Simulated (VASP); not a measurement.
# LiNbO3 (R3c) in VASP: further runs, part 2 of 2

VASP 6.6.1. Earlier steps stand in the parts before.

**3. Relaxation of cell and atoms, PBE**

This run uses another cell than the first one, of 10.62 Å³/atom, 0.975 times its volume.

File INCAR:

```
  PREC = Accurate
  ENCUT = 600
  EDIFF = 1E-7
  ISMEAR = 0
  SIGMA = 0.01
  LREAL = F
  LASPH = T
  NELM = 60
  ALGO = Normal
  ISIF = 3
  LWAVE = F
  LCHARG = F
  GGA = PE
  IBRION = 2
  NSW = 80
  EDIFFG = -0.002
```

File KPOINTS:

```
regular mesh
0
Gamma
  4 4 4
```

File POSCAR:

```
LiNbO3
1.0
    2.5756485575      1.4870513880      4.6218000000
   -2.5756485575      1.4870513880      4.6218000000
    0.0000000000     -2.9741027760      4.6218000000
Li Nb O
2 2 6
Direct
    0.3021000000      0.3021000000      0.3021000000
    0.8021000000      0.8021000000      0.8021000000
    0.0192000000      0.0192000000      0.0192000000
    0.5192000000      0.5192000000      0.5192000000
    0.1311000000      0.3783000000      0.7405000000
    0.7405000000      0.1311000000      0.3783000000
    0.3783000000      0.7405000000      0.1311000000
    0.2405000000      0.8783000000      0.6311000000
    0.8783000000      0.6311000000      0.2405000000
    0.6311000000      0.2405000000      0.8783000000
```

Potentials or basis: VASP PAW PBE potentials, release 64 (Li_sv, Nb_sv, O).

The run is started by

```console
$ cat potpaw_PBE.64/Li_sv/POTCAR potpaw_PBE.64/Nb_sv/POTCAR potpaw_PBE.64/O/POTCAR > POTCAR
$ mpirun -np 1 vasp_std > vasp.out
```

OUTCAR:

```text
PREC = Accurate
   ENCUT = 600
   EDIFF = 1E-7
   ISMEAR = 0
   LREAL = F
   LASPH = T
   NELM = 60
   ISIF = 3
   GGA = PE
   IBRION = 2
   NSW = 80
   EDIFFG = -0.002

 ion  position               nearest neighbor table
   1  0.302  0.302  0.302-   8 2.07  10 2.07   9 2.07   5 2.24   7 2.24   6 2.24
   2  0.802  0.802  0.802-   7 2.07   6 2.07   5 2.07   9 2.24   8 2.24  10 2.24
   3  0.019  0.019  0.019-   5 1.88   6 1.88   7 1.88   9 2.12   8 2.12  10 2.12
   4  0.519  0.519  0.519-   9 1.88  10 1.88   8 1.88   5 2.12   7 2.12   6 2.12
   5  0.131  0.378  0.740-   3 1.88   2 2.07   4 2.12   1 2.24
   6  0.740  0.131  0.378-   3 1.88   2 2.07   4 2.12   1 2.24
   7  0.378  0.740  0.131-   3 1.88   2 2.07   4 2.12   1 2.24
   8  0.240  0.878  0.631-   4 1.88   1 2.07   3 2.12   2 2.24
   9  0.878  0.631  0.240-   4 1.88   1 2.07   3 2.12   2 2.24
  10  0.631  0.240  0.878-   4 1.88   1 2.07   3 2.12   2 2.24

  LATTYP: Found a trigonal (rhomboedric) cell.
 ALAT       =     5.4960278895
 COS(alpha) =     0.5607564954

  Lattice vectors:

 A1 = (   2.5756485575,   1.4870513880,   4.6218000000)
 A2 = (  -2.5756485575,   1.4870513880,   4.6218000000)
 A3 = (   0.0000000000,  -2.9741027760,   4.6218000000)

Analysis of symmetry for initial positions (statically):
=====================================================================
[... 183 lines left out ...]

  FORCE on cell =-STRESS in cart. coord.  units (eV):
  Direction    XX          YY          ZZ          XY          YZ          ZX
  --------------------------------------------------------------------------------------
  -------------------------------------------------------------------------------------
  Total        2.6266788      2.6266788      2.6559555      0.0000000      0.0000000      0.0000000
  in kB       39.6225642     39.6225642     40.0641922      0.0000000      0.0000000      0.0000000
  external PRESSURE =      39.7697735 kB  Pullay stress =       0.0000000 kB
[... 113 lines left out ...]
  FREE ENERGIE OF THE ION-ELECTRON SYSTEM (eV)
  ---------------------------------------------------
  free  energy   TOTEN  =       -80.0446412435 eV

  energy  without entropy=      -80.0446412435  energy(sigma->0) =      -80.04464124

[... ionic steps 4 to 12 ...]

--------------------------------------- Ionic step       13  -------------------------------------------

 number of electron      67.9999990 magnetization

------------------------ aborting loop because EDIFF is reached ----------------------------------------
[... 83 lines left out ...]
--------------------------------------- Ionic step       15  -------------------------------------------

 number of electron      67.9999990 magnetization

 Free energy of the ion-electron system (eV)
  ---------------------------------------------------
  ext. energy  EPLUGINS =         0.00000000
  ---------------------------------------------------
  free energy    TOTEN  =       -80.04943499 eV

  energy without entropy =      -80.04943499  energy(sigma->0) =      -80.04943499

 E-fermi :   3.4269     XC(G=0): -10.6921

 val. band max:        3.3579241195   @ k =   0.0000   0.0000   0.0000
 cond. band min:       6.9041453501   @ k =   0.5000   0.2500   0.0000
 fundamental gap:      3.5462212306
 Fermi energy:         3.4268927347

 k-point     1 :       0.0000    0.0000    0.0000
  band No.  band energies     occupation
      1     -50.8705      2.00000
      2     -50.8569      2.00000
      3     -39.2833      2.00000
      4     -39.2809      2.00000
      5     -27.1457      2.00000
      6     -27.1457      2.00000
[... 585 lines left out ...]
  FREE ENERGIE OF THE ION-ELECTRON SYSTEM (eV)
  ---------------------------------------------------
  free  energy   TOTEN  =       -80.0494349904 eV

  energy  without entropy=      -80.0494349904  energy(sigma->0) =      -80.04943499

 reached required accuracy - stopping structural energy minimisation
```

Wall time 8.1 min (1 thread of Intel Xeon 6975P-C (Granite Rapids), shared host); peak memory 0.37 GiB.

What came out:

```
Free energy                            : -80.0494 eV
Relaxed volume                         : 10.85 Å³/atom
Relaxed cell                           : a = 5.542 Å, b = 5.542 Å, c = 5.542 Å, α = 55.75°, β = 55.75°, γ = 55.75°
Space group after relaxing (to 0.05 Å) : R3c (No. 161)
Energy gained by relaxing              : 2.8 meV/atom
Ionic steps                            : 15
Pressure after relaxing                : 0.0 GPa
Band gap on the k mesh                 : 3.55 eV, indirect (least direct gap 3.56 eV)
```

The path:
| step | energy change (eV) | largest force (eV/Å) | pressure (GPa) | volume (Å³) |
| --- | --- | --- | --- | --- |
| 1 | 0.0000 | 0.1974 | 3.98 | 106.21 |
| 2 | 0.0189 | 0.4392 | -4.61 | 110.32 |
| 3 | -0.0233 | 0.1746 | 0.14 | 107.93 |
| 4 | -0.0274 | 0.0675 | 0.04 | 108.31 |
| 5 | -0.0279 | 0.0136 | 0.01 | 108.49 |
| 6 | -0.0279 | 0.0142 | 0.00 | 108.51 |
| 7 | -0.0280 | 0.0102 | -0.04 | 108.52 |
| 8 | -0.0280 | 0.0075 | -0.08 | 108.54 |
| 9 | -0.0280 | 0.0102 | 0.10 | 108.45 |
| 10 | -0.0281 | 0.0062 | 0.01 | 108.50 |
| 11 | -0.0281 | 0.0055 | 0.00 | 108.49 |
| 12 | -0.0281 | 0.0058 | 0.00 | 108.46 |
| 13 | -0.0281 | 0.0034 | 0.02 | 108.46 |
| 14 | -0.0281 | 0.0026 | 0.04 | 108.45 |
| 15 | -0.0281 | 0.0016 | 0.00 | 108.48 |

Final structure:
```cif
data_structure
_symmetry_space_group_name_H-M 'P 1'
_symmetry_Int_Tables_number 1
_cell_length_a 5.5416
_cell_length_b 5.5416
_cell_length_c 5.5416
_cell_angle_alpha 55.751
_cell_angle_beta 55.751
_cell_angle_gamma 55.751
_cell_volume 108.48
loop_
_atom_site_label
_atom_site_type_symbol
_atom_site_fract_x
_atom_site_fract_y
_atom_site_fract_z
_atom_site_occupancy
Li1 Li 0.30158 0.30158 0.30158 1
Li2 Li 0.80158 0.80158 0.80158 1
Nb1 Nb 0.02011 0.02011 0.02011 1
Nb2 Nb 0.52011 0.52011 0.52011 1
O1 O 0.13013 0.37856 0.74083 1
O2 O 0.74083 0.13013 0.37856 1
O3 O 0.37856 0.74083 0.13013 1
O4 O 0.24083 0.87856 0.63013 1
O5 O 0.87856 0.63013 0.24083 1
O6 O 0.63013 0.24083 0.87856 1
```

Caveat: the cutoff is under 1.25 times the usual one of these potentials, so pressure, stress and relaxed cells hold a basis-set (Pulay) error. A hybrid or GW would open this gap; PBE tends to underestimate it.
